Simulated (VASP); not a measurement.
# Sb3Se (P4/mmm) in VASP: further runs

Sb3Se is run at these levels: PBE; tasks: relaxation of cell and atoms, single point.

All numbers are computed with VASP 6.6.1; they aren't measurements. Logs are shortened: lines on timing, memory, paths and dates and some standing lists are left out, and cuts for length are marked.

**1. The cell of the first run**

It takes space group P4/mmm (No. 123, tetragonal). The conventional cell has a = 3.845 Å, b = 3.845 Å, c = 10.041 Å, α = 90.00°, β = 90.00°, γ = 90.00°. Within 4.8 Å of Sb (site symmetry 4mm) lie 4 Se at 3.60 Å and 9 Sb at 3.81 to 4.71 Å. Sb (site symmetry 4/mmm) has 12 Sb at 3.81 to 3.85 Å and 2 Se at 5.02 Å within 5.1 Å. Within 4.7 Å of Se (site symmetry 4/mmm) lie 8 Sb at 3.60 Å and 4 Se at 3.85 Å.

The cell was built from a structure type or drawn by symmetry, and may not be a known phase.

**2. Relaxation of cell and atoms, PBE**

Contents of INCAR:

```
PREC = Accurate
ENCUT = 600
EDIFF = 1E-7
ISMEAR = 0
SIGMA = 0.1
LREAL = False
LASPH = True
NELM = 80
ALGO = Normal
ISIF = 3
LWAVE = False
LCHARG = False
GGA = PE
IBRION = 2
NSW = 90
EDIFFG = -0.04
```

Contents of KPOINTS:

```
Automatic mesh
0
Gamma
  4 4 2
```

Contents of POSCAR:

```
Sb3Se
1.0
    3.8450446200      0.0000000000      0.0000000000
    0.0000000000      3.8450446200      0.0000000000
    0.0000000000      0.0000000000     10.0413785200
Sb Se
3 1
Direct
    0.5000000000      0.5000000000      0.7654517900
    0.0000000000      0.0000000000      0.5000000000
    0.5000000000      0.5000000000      0.2345482100
    0.0000000000      0.0000000000      0.0000000000
```

Potentials or basis: VASP PAW PBE potentials, release 64 (Sb, Se).

Launch:

```bash
cat potpaw_PBE.64/Sb/POTCAR potpaw_PBE.64/Se/POTCAR > POTCAR
mpirun -np 1 vasp_std > vasp.out
```

OUTCAR:

```text
PREC = Accurate
   ENCUT = 600
   EDIFF = 1E-7
   ISMEAR = 0
   LREAL = False
   LASPH = True
   NELM = 80
   ISIF = 3
   GGA = PE
   IBRION = 2
   NSW = 90
   EDIFFG = -0.04

 ion  position               nearest neighbor table
   1  0.500  0.500  0.765-
   2  0.000  0.000  0.500-
   3  0.500  0.500  0.235-
   4  0.000  0.000  0.000-

  LATTYP: Found a simple tetragonal cell.
 ALAT       =     3.8450446200
 C/A-ratio  =     2.6115115720

  Lattice vectors:

 A1 = (   3.8450446200,   0.0000000000,   0.0000000000)
 A2 = (   0.0000000000,   3.8450446200,   0.0000000000)
 A3 = (   0.0000000000,   0.0000000000,  10.0413785200)

Analysis of symmetry for initial positions (statically):
=====================================================================
 Subroutine PRICEL returns:
 Original cell was already a primitive cell.

 Routine SETGRP: Setting up the symmetry group for a
 simple tetragonal supercell.

 Subroutine GETGRP returns: Found 16 space group operations
 (whereof 16 operations were pure point group operations)
 out of a pool of 16 trial point group operations.

The static configuration has the point symmetry D_4h.

Analysis of symmetry for dynamics (positions and initial velocities):
=====================================================================
 Subroutine PRICEL returns:
 Original cell was already a primitive cell.

 Routine SETGRP: Setting up the symmetry group for a
 simple tetragonal supercell.

 Subroutine GETGRP returns: Found 16 space group operations
 (whereof 16 operations were pure point group operations)
 out of a pool of 16 trial point group operations.

The dynamic configuration has the point symmetry D_4h.

 Subroutine INISYM returns: Found 16 space group operations
 (whereof 16 operations are pure point group operations),
 and found     1 'primitive' translations

----------------------------------------------------------------------------------------

                                     Primitive cell

  volume of cell :     148.4554

  direct lattice vectors                    reciprocal lattice vectors
     3.845044620  0.000000000  0.000000000     0.260075005  0.000000000  0.000000000
     0.000000000  3.845044620  0.000000000     0.000000000  0.260075005  0.000000000
     0.000000000  0.000000000 10.041378520     0.000000000  0.000000000  0.099587920

  length of vectors
     3.845044620  3.845044620 10.041378520     0.260075005  0.260075005  0.099587920

  position of ions in fractional coordinates (direct lattice)
     0.500000000  0.500000000  0.765451790
     0.000000000  0.000000000  0.500000000
     0.500000000  0.500000000  0.234548210
     0.000000000  0.000000000  0.000000000

  ion indices of the primitive-cell ions
   primitive index   ion index
                 1           1
                 2           2
                 3           3
                 4           4

----------------------------------------------------------------------------------------

 KPOINTS: Automatic mesh

Automatic generation of k-mesh.
 Grid dimensions read from file:
 generate k-points for:    4    4    2

 Generating k-lattice:

  Cartesian coordinates                     Fractional coordinates (reciprocal lattice)
     0.065018751  0.000000000  0.000000000     0.250000000  0.000000000  0.000000000
     0.000000000  0.065018751  0.000000000     0.000000000  0.250000000  0.000000000
     0.000000000  0.000000000  0.049793960     0.000000000  0.000000000  0.500000000

  Length of vectors
     0.065018751  0.065018751  0.049793960

  Shift w.r.t. Gamma in fractional coordinates (k-lattice)
     0.000000000  0.000000000  0.000000000

 Subroutine IBZKPT returns following result:
 ===========================================

 Found     12 irreducible k-points:

 Following reciprocal coordinates:
            Coordinates               Weight
  0.000000  0.000000  0.000000      1.000000
  0.250000  0.000000  0.000000      4.000000
  0.500000  0.000000  0.000000      2.000000
  0.250000  0.250000  0.000000      4.000000
  0.500000  0.250000  0.000000      4.000000
  0.500000  0.500000  0.000000      1.000000
  0.000000  0.000000  0.500000      1.000000
  0.250000  0.000000  0.500000      4.000000
  0.500000  0.000000  0.500000      2.000000
  0.250000  0.250000  0.500000      4.000000
  0.500000  0.250000  0.500000      4.000000
  0.500000  0.500000  0.500000      1.000000
   k-points           NKPTS =     12   k-points in BZ     NKDIM =     12   number of bands    NBANDS=     14
   number of dos      NEDOS =    301   number of ions     NIONS =      4
   total plane-waves  NPLWV =  81920
   dimension x,y,z NGX =    32 NGY =   32 NGZ =   80
   dimension x,y,z NGXF=    64 NGYF=   64 NGZF=  160
   ions per type =               3   1
   NGX,Y,Z   is equivalent  to a cutoff of  13.84, 13.84, 13.24 a.u.
   NGXF,Y,Z  is equivalent  to a cutoff of  27.67, 27.67, 26.49 a.u.
 SYSTEM =  unknown system
   PREC   = accura    normal or accurate (medium, high low for compatibility)
   ISTART =      0    job   : 0-new  1-cont  2-samecut
   ICHARG =      2    charge: 1-file 2-atom 10-const
   ISPIN  =      1    spin polarized calculation?
   LNONCOLLINEAR =      F non collinear calculations
   LSORBIT =      F    spin-orbit coupling
   LASPH  =      T    aspherical Exc in radial PAW
   ENCUT  =  600.0 eV  44.10 Ry    6.64 a.u.   7.68  7.68 20.06*2*pi/ulx,y,z
   NELM   =     80;   NELMIN=  2; NELMDL= -5     # of ELM steps
   EDIFF  = 0.1E-06   stopping-criterion for ELM
   LREAL  =      F    real-space projection
   EDIFFG = -.4E-01   stopping-criterion for IOM
   NSW    =     90    number of steps for IOM
   IBRION =      2    ionic relax: 0-MD 1-quasi-New 2-CG
   NFREE  =      1    steps in history (QN), initial steepest desc. (CG)
   ISIF   =      3    stress and relaxation
   ISYM   =      2    0-nonsym 1-usesym 2-fastsym
   POTIM  = 0.5000    time-step for ionic-motion
   TEBEG  =    0.0;   TEEND  =   0.0 temperature during run
   PSTRESS=    0.0 pullay stress
   NELECT =      21.0000    total number of electrons
   NUPDOWN=      -1.0000    fix difference up-down
   EMIN   =  10.00;   EMAX   =-10.00  energy-range for DOS
   EFERMI =   0.00;   METHOD = LEGACY
   ISMEAR =     0;   SIGMA  =   0.10  broadening in eV -4-tet -1-fermi 0-gaus
   EFERMI_NEDOS =   21; number of points for ismear=-14 and -15
   IALGO  =     38    algorithm
   IMIX   =      4    mixing-type and parameters
     AMIX     =   0.40;   BMIX     =  1.00
     AMIX_MAG =   1.60;   BMIX_MAG =  1.00
  volume/ion in A,a.u.               =      37.11       250.46
  Fermi-wavevector in a.u.,A,eV,Ry     =   0.853000  1.611937  9.899730  0.727610
  Thomas-Fermi vector in A             =   1.969375
   LORBIT       =      0    0 simple, 1 ext, 2 COOP (PROOUT), +10 PAW based schemes
   GGA     = PE    functional components
   LHFCALC =     F    Hartree Fock is set to
   AEXX    =    0.0000 exact exchange contribution
   IVDW    =     0    specifies the selected vdW correction
   LEPSILON=     F    determine dielectric tensor
   LRPA    =     F    only Hartree local field effects (RPA)
 conjugate gradient relaxation of ions
 non-spin polarized calculation
 Gauss-broadening in eV      SIGMA  =   0.10
  energy-cutoff  :      600.00
  volume of cell :      148.46
 maximum number of plane-waves:      4992
 NGX is ok and might be reduce to    32
   NGX = 15   NGY = 15   NGZ = 41

--------------------------------------- Ionic step        1  -------------------------------------------

 number of electron      21.0000000 magnetization

 Free energy of the ion-electron system (eV)
  ---------------------------------------------------
  ext. energy  EPLUGINS =         0.00000000
  ---------------------------------------------------
  free energy    TOTEN  =       -12.91397881 eV

  energy without entropy =      -12.89730316  energy(sigma->0) =      -12.90564098

 E-fermi :   3.4910     XC(G=0):  -8.6753

 val. band max:        3.4760170746   @ k =   0.2500   0.0000   0.5000
 cond. band min:       3.6482274762   @ k =   0.5000   0.0000   0.0000
 fundamental gap:      0.1722104017
 Fermi energy:         3.4910198607

 k-point     1 :       0.0000    0.0000    0.0000
  band No.  band energies     occupation
      1      -8.6642      2.00000
      2      -6.4233      2.00000
      3      -5.7573      2.00000
      4      -4.3893      2.00000
      5       0.7532      2.00000
      6       2.9604      2.00000
      7       2.9604      2.00000
      8       3.1009      2.00000
      9       3.2102      1.99993
     10       4.4434      0.00000
     11       4.4434      0.00000
     12       5.0347      0.00000
     13       5.0347      0.00000
     14       6.4010      0.00000
[... 292 lines left out ...]
  FREE ENERGIE OF THE ION-ELECTRON SYSTEM (eV)
  ---------------------------------------------------
  free  energy   TOTEN  =       -15.0262861454 eV

  energy  without entropy=      -15.0104995420  energy(sigma->0) =      -15.01839284

[... ionic steps 4 to 8 ...]

--------------------------------------- Ionic step        9  -------------------------------------------

 number of electron      21.0000000 magnetization

------------------------ aborting loop because EDIFF is reached ----------------------------------------

  FORCE on cell =-STRESS in cart. coord.  units (eV):
  Direction    XX          YY          ZZ          XY          YZ          ZX
  --------------------------------------------------------------------------------------
  -------------------------------------------------------------------------------------
  Total       -0.2348610     -0.2348610      0.2384653      0.0000000     -0.0000000      0.0000000
  in kB       -3.6103963     -3.6103963      3.6658037      0.0000000     -0.0000000      0.0000000
  external PRESSURE =      -1.1849963 kB  Pullay stress =       0.0000000 kB
[... 61 lines left out ...]
  energy  without entropy=      -15.3259734058  energy(sigma->0) =      -15.32793208

--------------------------------------- Ionic step       11  -------------------------------------------

 number of electron      21.0000000 magnetization

 Free energy of the ion-electron system (eV)
  ---------------------------------------------------
  ext. energy  EPLUGINS =         0.00000000
  ---------------------------------------------------
  free energy    TOTEN  =       -15.33293429 eV

  energy without entropy =      -15.32801199  energy(sigma->0) =      -15.33047314

 E-fermi :   7.4242     XC(G=0): -10.1605

 val. band max:        7.3559573538   @ k =   0.0000   0.0000   0.0000
 cond. band min:       7.4419032336   @ k =   0.5000   0.5000   0.5000
 fundamental gap:      0.0859458798
 Fermi energy:         7.4242099012

 k-point     1 :       0.0000    0.0000    0.0000
  band No.  band energies     occupation
      1      -6.7929      2.00000
      2      -3.7040      2.00000
      3      -2.8967      2.00000
      4       0.4637      2.00000
      5       4.5841      2.00000
      6       5.0876      2.00000
      7       5.0876      2.00000
      8       6.8189      2.00000
      9       7.3560      1.66557
     10       8.0300      0.00000
     11       8.0300      0.00000
     12       8.7463      0.00000
     13       8.7463      0.00000
     14      10.9016      0.00000
[... 216 lines left out ...]
  FREE ENERGIE OF THE ION-ELECTRON SYSTEM (eV)
  ---------------------------------------------------
  free  energy   TOTEN  =       -15.3329342941 eV

  energy  without entropy=      -15.3280119923  energy(sigma->0) =      -15.33047314

 reached required accuracy - stopping structural energy minimisation
```

Run time: 3.3 min. Hardware: 1 thread of Intel Xeon Platinum 8559C (Emerald Rapids), shared host; peak memory 0.32 GiB.

Results:

| Item | Value |
| --- | --- |
| Free energy | -15.3329 eV |
| Relaxed volume | 26.01 Å³/atom |
| Relaxed cell | a = 3.647 Å, b = 3.647 Å, c = 7.824 Å, α = 90.00°, β = 90.00°, γ = 90.00° |
| Space group after relaxing (to 0.1 Å) | P4/mmm (No. 123) |
| Energy gained by relaxing | 604.7 meV/atom |
| Ionic steps | 11 |
| Pressure after relaxing | 0.0 GPa |
| Largest force after relaxing | 0.032 eV/Å |
| Band gap on the k mesh | zero (an odd number of electrons rules out a gap without spin polarisation) |

Forces in eV/Å, atoms in the order of the input:
```
Sb   0.000  0.000  0.032
Sb   0.000  0.000  0.000
Sb   0.000  0.000 -0.032
Se   0.000  0.000  0.000
```

The path:
```
step  energy change (eV)  largest force (eV/Å)  pressure (GPa)  volume (Å³)
   1              0.0000                0.2080           -9.76       148.46
   2             -2.0885                0.3689           -1.32       104.90
   3             -2.1123                0.3659            0.57       101.57
   4             -2.2784                0.3414            0.96       101.21
   5             -2.3648                0.2426            2.88        99.93
   6             -2.3745                0.3062            2.30       100.25
   7             -2.3899                0.1376           -1.83       107.22
   8             -2.4090                0.2293           -0.17       104.31
   9             -2.4090                0.2317           -0.12       104.22
  10             -2.4159                0.1421           -0.07       104.15
  11             -2.4190                0.0323           -0.03       104.05
```

Final structure:
```cif
data_structure
_symmetry_space_group_name_H-M 'P 1'
_symmetry_Int_Tables_number 1
_cell_length_a 3.6469
_cell_length_b 3.6469
_cell_length_c 7.8239
_cell_angle_alpha 90.000
_cell_angle_beta 90.000
_cell_angle_gamma 90.000
_cell_volume 104.05
loop_
_atom_site_label
_atom_site_type_symbol
_atom_site_fract_x
_atom_site_fract_y
_atom_site_fract_z
_atom_site_occupancy
Sb1 Sb 0.50000 0.50000 0.77833 1
Sb2 Sb 0.00000 0.00000 0.50000 1
Sb3 Sb 0.50000 0.50000 0.22167 1
Se1 Se 0.00000 0.00000 0.00000 1
```

Caveat: the k points lie up to 0.43 Å⁻¹ apart in the final cell, too coarse for converged energies and pressures of a metal; the volume moved by over 15 % at a fixed basis, so the end points are rough; spin-orbit coupling is left out, which moves the levels of the heavy elements.

(Continued in part 2 of 2.)
